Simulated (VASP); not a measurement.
# Co (Im-3m) in VASP: notebook

The runs below take Co through single point, relaxation of cell and atoms, with PBE.

All numbers are computed with VASP 6.6.1; they aren't measurements. Logs are shortened: lines on timing, memory, paths and dates and some standing lists are left out, and cuts for length are marked.

### 1 The cell of the first run

The structure is cubic, space group Im-3m (No. 229). Conventional cell: a = 2.849 Å, b = 2.849 Å, c = 2.849 Å, α = 90.00°, β = 90.00°, γ = 90.00°. Within 3.3 Å of Co (site symmetry m-3m) lie 14 Co at 2.47 to 2.85 Å.

This isn't the form of Co at room conditions, which is hcp.

### 2 Single point, PBE, collinear spin, ferromagnetic start (11.56 Å³/atom)

Contents of INCAR:

```
SYSTEM = Co
PREC = Accurate
ENCUT = 520
EDIFF = 1E-6
ISMEAR = -1
SIGMA = 0.05
LREAL = .FALSE.
LASPH = .TRUE.
NELM = 150
ALGO = Normal
ISIF = 2
LWAVE = .FALSE.
LCHARG = .FALSE.
ISPIN = 2
MAGMOM = 1.826
LORBIT = 11
LMAXMIX = 4
GGA = PE
NBANDS = 14
```

Contents of KPOINTS:

```
regular mesh
0
G
  18 18 18
  0 0 0
```

Contents of POSCAR:

```
Co
1.0
   -1.4243358294      1.4243358294      1.4243358294
    1.4243358294     -1.4243358294      1.4243358294
    1.4243358294      1.4243358294     -1.4243358294
Co
1
Direct
    0.0000000000      0.0000000000      0.0000000000
```

Potentials or basis: VASP PAW PBE potentials, release 64 (Co).

On the command line:

```sh
> cat potpaw_PBE.64/Co/POTCAR > POTCAR
> mpirun -np 1 vasp_std > vasp.out
```

OUTCAR:

```text
SYSTEM = Co
   PREC = Accurate
   ENCUT = 520
   EDIFF = 1E-6
   ISMEAR = -1
   LREAL = .FALSE.
   LASPH = .TRUE.
   NELM = 150
   ISIF = 2
   ISPIN = 2
   LORBIT = 11
   GGA = PE

 ion  position               nearest neighbor table
   1  0.000  0.000  0.000-

  LATTYP: Found a body centered cubic cell.
 ALAT       =     2.8486716588

  Lattice vectors:

 A1 = (  -1.4243358294,   1.4243358294,   1.4243358294)
 A2 = (   1.4243358294,  -1.4243358294,   1.4243358294)
 A3 = (   1.4243358294,   1.4243358294,  -1.4243358294)

Analysis of symmetry for initial positions (statically):
=====================================================================
 Subroutine PRICEL returns:
 Original cell was already a primitive cell.

 Routine SETGRP: Setting up the symmetry group for a
 body centered cubic supercell.

 Subroutine GETGRP returns: Found 48 space group operations
 (whereof 48 operations were pure point group operations)
 out of a pool of 48 trial point group operations.

The static configuration has the point symmetry O_h .

Analysis of symmetry for dynamics (positions and initial velocities):
=====================================================================
 Subroutine PRICEL returns:
 Original cell was already a primitive cell.

 Routine SETGRP: Setting up the symmetry group for a
 body centered cubic supercell.

 Subroutine GETGRP returns: Found 48 space group operations
 (whereof 48 operations were pure point group operations)
 out of a pool of 48 trial point group operations.

The dynamic configuration has the point symmetry O_h .

Analysis of structural, dynamic, and magnetic symmetry:
=====================================================================
 Subroutine PRICEL returns:
 Original cell was already a primitive cell.

 Routine SETGRP: Setting up the symmetry group for a
 body centered cubic supercell.

 Subroutine GETGRP returns: Found 48 space group operations
 (whereof 48 operations were pure point group operations)
 out of a pool of 48 trial point group operations.

The overall configuration has the point symmetry O_h .

 Subroutine INISYM returns: Found 48 space group operations
 (whereof 48 operations are pure point group operations),
 and found     1 'primitive' translations

----------------------------------------------------------------------------------------

                                     Primitive cell

  volume of cell :      11.5584

  direct lattice vectors                    reciprocal lattice vectors
    -1.424335829  1.424335829  1.424335829     0.000000000  0.351040808  0.351040808
     1.424335829 -1.424335829  1.424335829     0.351040808  0.000000000  0.351040808
     1.424335829  1.424335829 -1.424335829     0.351040808  0.351040808  0.000000000

  length of vectors
     2.467022024  2.467022024  2.467022024     0.496446671  0.496446671  0.496446671

  position of ions in fractional coordinates (direct lattice)
     0.000000000  0.000000000  0.000000000

  ion indices of the primitive-cell ions
   primitive index   ion index
                 1           1

----------------------------------------------------------------------------------------

 KPOINTS: regular mesh

Automatic generation of k-mesh.
 Grid dimensions read from file:
 generate k-points for:   18   18   18

 Generating k-lattice:

  Cartesian coordinates                     Fractional coordinates (reciprocal lattice)
     0.000000000  0.019502267  0.019502267     0.055555556  0.000000000  0.000000000
     0.019502267  0.000000000  0.019502267     0.000000000  0.055555556  0.000000000
     0.019502267  0.019502267  0.000000000     0.000000000  0.000000000  0.055555556

  Length of vectors
     0.027580371  0.027580371  0.027580371

  Shift w.r.t. Gamma in fractional coordinates (k-lattice)
     0.000000000  0.000000000  0.000000000

 Subroutine IBZKPT returns following result:
 ===========================================

 Found    195 irreducible k-points:

 Following reciprocal coordinates:
            Coordinates               Weight
  0.000000  0.000000  0.000000      1.000000
  0.055556  0.000000  0.000000     12.000000
  0.111111  0.000000  0.000000     12.000000
  0.166667  0.000000  0.000000     12.000000
  0.222222  0.000000  0.000000     12.000000
  0.277778  0.000000  0.000000     12.000000
[... 16 lines left out ...]
  0.333333  0.111111  0.000000     48.000000
  0.388889  0.111111  0.000000     48.000000
 [... further k-points ...]
   k-points           NKPTS =    195   k-points in BZ     NKDIM =    195   number of bands    NBANDS=     14
   number of dos      NEDOS =    301   number of ions     NIONS =      1
   total plane-waves  NPLWV =   5832
   dimension x,y,z NGX =    18 NGY =   18 NGZ =   18
   dimension x,y,z NGXF=    36 NGYF=   36 NGZF=   36
   ions per type =               1
   NGX,Y,Z   is equivalent  to a cutoff of  12.13, 12.13, 12.13 a.u.
   NGXF,Y,Z  is equivalent  to a cutoff of  24.26, 24.26, 24.26 a.u.
 SYSTEM =  Co
   PREC   = accura    normal or accurate (medium, high low for compatibility)
   ISTART =      0    job   : 0-new  1-cont  2-samecut
   ICHARG =      2    charge: 1-file 2-atom 10-const
   ISPIN  =      2    spin polarized calculation?
   LNONCOLLINEAR =      F non collinear calculations
   LSORBIT =      F    spin-orbit coupling
   LASPH  =      T    aspherical Exc in radial PAW
   ENCUT  =  520.0 eV  38.22 Ry    6.18 a.u.   4.59  4.59  4.59*2*pi/ulx,y,z
   NELM   =    150;   NELMIN=  2; NELMDL= -5     # of ELM steps
   EDIFF  = 0.1E-05   stopping-criterion for ELM
   LREAL  =      F    real-space projection
   EDIFFG = 0.1E-04   stopping-criterion for IOM
   NSW    =      0    number of steps for IOM
   IBRION =     -1    ionic relax: 0-MD 1-quasi-New 2-CG
   NFREE  =      0    steps in history (QN), initial steepest desc. (CG)
   ISIF   =      2    stress and relaxation
   ISYM   =      2    0-nonsym 1-usesym 2-fastsym
   POTIM  = 0.5000    time-step for ionic-motion
   TEBEG  =    0.0;   TEEND  =   0.0 temperature during run
   PSTRESS=    0.0 pullay stress
   NELECT =       9.0000    total number of electrons
   NUPDOWN=      -1.0000    fix difference up-down
   EMIN   =  10.00;   EMAX   =-10.00  energy-range for DOS
   EFERMI =   0.00;   METHOD = LEGACY
   ISMEAR =    -1;   SIGMA  =   0.05  broadening in eV -4-tet -1-fermi 0-gaus
   EFERMI_NEDOS =   21; number of points for ismear=-14 and -15
   IALGO  =     38    algorithm
   IMIX   =      4    mixing-type and parameters
     AMIX     =   0.40;   BMIX     =  1.00
     AMIX_MAG =   1.60;   BMIX_MAG =  1.00
  volume/ion in A,a.u.               =      11.56        78.00
  Fermi-wavevector in a.u.,A,eV,Ry     =   1.506110  2.846135 30.862999  2.268366
  Thomas-Fermi vector in A             =   2.616870
   LORBIT       =     11    0 simple, 1 ext, 2 COOP (PROOUT), +10 PAW based schemes
   GGA     = PE    functional components
   LHFCALC =     F    Hartree Fock is set to
   AEXX    =    0.0000 exact exchange contribution
   IVDW    =     0    specifies the selected vdW correction
   LEPSILON=     F    determine dielectric tensor
   LRPA    =     F    only Hartree local field effects (RPA)
 spin polarized calculation
  energy-cutoff  :      520.00
  volume of cell :       11.56
 maximum number of plane-waves:       325
   NGX =  9   NGY =  9   NGZ =  9

 number of electron       8.9999992 magnetization       1.7762566

 Free energy of the ion-electron system (eV)
  ---------------------------------------------------
  ext. energy  EPLUGINS =         0.00000000
  ---------------------------------------------------
  free energy    TOTEN  =        -6.93973779 eV

  energy without entropy =       -6.92665480  energy(sigma->0) =       -6.93319629

 E-fermi :   9.7324     XC(G=0): -13.0409

 val. band max:        9.7265103200   @ k =  -0.3333   0.3333   0.0556
 cond. band min:       9.7360689231   @ k =   0.5000   0.5000   0.3333
 fundamental gap:      0.0095586031
 Fermi energy:         9.7324264760

 spin component 1

 k-point     1 :       0.0000    0.0000    0.0000
  band No.  band energies     occupation
      1       0.8271      1.00000
      2       6.7556      1.00000
      3       6.7556      1.00000
      4       6.7556      1.00000
      5       7.7244      1.00000
      6       7.7244      1.00000
      7      34.4790      0.00000
      8      34.4790      0.00000
      9      34.4790      0.00000
     10      39.2983      0.00000
     11      39.2983      0.00000
     12      40.5980      0.00000
     13      40.5980      0.00000
     14      40.5980      0.00000

 k-point     2 :       0.0556    0.0000    0.0000
  band No.  band energies     occupation
      1       0.9511      1.00000
      2       6.7267      1.00000
      3       6.7542      1.00000
      4       6.8139      1.00000
      5       7.6961      1.00000
      6       7.7267      1.00000
      7      33.5067      0.00000
      8      34.2628      0.00000
      9      34.3358      0.00000
     10      38.3949      0.00000
     11      38.7496      0.00000
     12      38.7849      0.00000
     13      40.0419      0.00000
     14      41.5482      0.00000
[... 343 lines left out ...]
      1       4.6358      1.00000
      2       5.9765      1.00000
      3       7.0617      1.00000
      4       7.7439      1.00000
      5       8.0867      1.00000
      6       9.6074      0.92423
      7      18.4714      0.00000
      8      25.4248      0.00000
      9      28.7414      0.00000
     10      33.9501      0.00000
     11      38.4029      0.00000
     12      40.9499      0.00000
     13      45.8204      0.00000
     14      46.7241      0.00000

 k-point    24 :       0.3889    0.1111    0.0000
  band No.  band energies     occupation
      1       4.6929      1.00000
      2       5.9119      1.00000
      3       7.3479      1.00000
      4       7.7709      1.00000
      5       8.3205      1.00000
      6      10.4897      0.00000
      7      16.5755      0.00000
      8      25.0255      0.00000
      9      28.2549      0.00000
     10      33.8449      0.00000
     11      38.3692      0.00000
     12      41.6354      0.00000
     13      45.6463      0.00000
     14      47.3094      0.00000

 [... further k-points ...]

 spin component 2

 k-point     1 :       0.0000    0.0000    0.0000
  band No.  band energies     occupation
      1       0.8644      1.00000
      2       8.3267      1.00000
      3       8.3267      1.00000
      4       8.3267      1.00000
      5      10.0769      0.00102
      6      10.0769      0.00102
      7      34.2179      0.00000
      8      34.2179      0.00000
      9      34.2179      0.00000
     10      39.3697      0.00000
     11      39.3697      0.00000
     12      41.4262      0.00000
     13      41.4262      0.00000
     14      41.4262      0.00000

 k-point     2 :       0.0556    0.0000    0.0000
  band No.  band energies     occupation
      1       0.9887      1.00000
      2       8.2925      1.00000
      3       8.3221      1.00000
      4       8.3901      1.00000
      5      10.0403      0.00211
      6      10.0794      0.00097
      7      33.3598      0.00000
      8      34.0369      0.00000
      9      34.1153      0.00000
     10      38.6486      0.00000
     11      39.2694      0.00000
     12      39.3816      0.00000
     13      40.1682      0.00000
     14      41.8666      0.00000
[... 343 lines left out ...]
      1       5.4351      1.00000
      2       7.4017      1.00000
      3       8.1772      1.00000
      4       9.8411      0.10213
      5      10.2906      0.00001
      6      11.0642      0.00000
      7      19.1599      0.00000
      8      25.7151      0.00000
      9      29.0206      0.00000
     10      34.1072      0.00000
     11      38.7511      0.00000
     12      41.1039      0.00000
     13      46.8964      0.00000
     14      49.5313      0.00000

 k-point    24 :       0.3889    0.1111    0.0000
  band No.  band energies     occupation
      1       5.7293      1.00000
      2       7.3228      1.00000
      3       8.5656      1.00000
      4       9.8942      0.03784
      5      10.3564      0.00000
      6      11.6182      0.00000
      7      17.4368      0.00000
      8      25.3105      0.00000
      9      28.5098      0.00000
     10      34.0270      0.00000
     11      38.7484      0.00000
     12      41.6761      0.00000
     13      47.4128      0.00000
     14      49.5640      0.00000

 [... further k-points ...]
[... 5 lines left out ...]
  --------------------------------------------------------------------------------------
  -------------------------------------------------------------------------------------
  Total       -0.5716034     -0.5716034     -0.5716034      0.0000000     -0.0000000      0.0000000
  in kB      -79.2333892    -79.2333892    -79.2333892      0.0000000     -0.0000000      0.0000000
  external PRESSURE =     -79.2333892 kB  Pullay stress =       0.0000000 kB

 VOLUME and BASIS-vectors are now :
 -----------------------------------------------------------------------------
  energy-cutoff  :      520.00
  volume of cell :       11.56
      direct lattice vectors                 reciprocal lattice vectors
    -1.424335829  1.424335829  1.424335829     0.000000000  0.351040808  0.351040808
     1.424335829 -1.424335829  1.424335829     0.351040808  0.000000000  0.351040808
     1.424335829  1.424335829 -1.424335829     0.351040808  0.351040808  0.000000000

 POSITION                                       TOTAL-FORCE (eV/Angst)
 -----------------------------------------------------------------------------------
      0.00000      0.00000      0.00000        -0.000000     -0.000000      0.000000
 -----------------------------------------------------------------------------------
    total drift:                                0.000000      0.000000      0.000000

  FREE ENERGIE OF THE ION-ELECTRON SYSTEM (eV)
  ---------------------------------------------------
  free  energy   TOTEN  =        -6.9397377884 eV

  energy  without entropy=       -6.9266548001  energy(sigma->0) =       -6.93319629

 total charge

# of ion       s       p       d       tot
------------------------------------------
    1        0.465   0.482   7.204   8.150

 magnetization (x)

# of ion       s       p       d       tot
------------------------------------------
    1       -0.003  -0.045   1.852   1.804
```

Wall time 2 min (1 thread of Intel Xeon 8259CL, shared host); peak memory 0.16 GiB.

Results:

* Free energy: -6.9397 eV
* Pressure: -7.9 GPa
* Net moment: 1.78 μB per cell
* Site moments: Co +1.80 μB
* Valence electrons inside the program's atomic spheres: Co 8.15

Levels at points of the mesh, in eV from the Fermi level:
Spin up:
```tsv
k point	band 1	band 2	band 3	band 4	band 5	band 6	band 7	band 8	band 9	band 10
(0.00, 0.00, 0.00)	-8.91	-2.98	-2.98	-2.98	-2.01	-2.01	24.75	24.75	24.75	29.57
(0.50, 0.00, 0.00)	-5.25	-3.88	-1.94	-1.86	-0.72	-0.07	5.91	17.84	18.97	22.54
(0.50, 0.50, 0.50)	-5.15	-5.15	-0.95	-0.95	-0.95	9.09	9.09	9.09	14.59	14.59
```
Spin down:
```csv
k point,band 1,band 2,band 3,band 4,band 5,band 6,band 7,band 8
"(0.00, 0.00, 0.00)",-8.87,-1.41,-1.41,-1.41,0.34,0.34,24.49,24.49
"(0.50, 0.00, 0.00)",-4.18,-2.46,-0.09,0.20,0.54,1.09,6.94,17.84
"(0.50, 0.50, 0.50)",-3.53,-3.53,0.84,0.84,0.84,9.19,9.19,9.19
```

Caveat: the cell stands under tension.

(Continued in part 2 of 3.)
